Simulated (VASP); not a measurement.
A run of VASP 6.6.1:

INCAR

```
PREC = Accurate
ENCUT = 520
EDIFF = 1E-7
ISMEAR = 0
SIGMA = 0.15
LREAL = F
LASPH = T
NELM = 100
ALGO = Normal
ISIF = 2
LWAVE = F
LCHARG = F
GGA = PS
NBANDS = 11
```

Contents of KPOINTS:

```
Automatic mesh
0
Gamma
  18 18 18
```

POSCAR

```
Hf
1.0
   -1.8320750000      1.8320750000      1.7779250000
    1.8320750000     -1.8320750000      1.7779250000
    1.8320750000      1.8320750000     -1.7779250000
Hf
1
Direct
    0.0000000000      0.0000000000      0.0000000000
```

Potentials or basis: VASP PAW PBE potentials, release 64 (Hf_pv).

The run is started by

```bash
$ cat potpaw_PBE.64/Hf_pv/POTCAR > POTCAR
$ mpirun -np 1 vasp_std > vasp.out
```

Hardware: 1 thread of AMD EPYC 9R45 96-Core Processor (Zen 5), with other jobs on the host.

Task: Estimate the wall time of this run.

Result: Run time: 50 s on 1 thread of AMD EPYC 9R45 96-Core Processor (Zen 5), on a shared host, peak memory 0.21 GiB. Counts: scf iterations 12, k points 480.
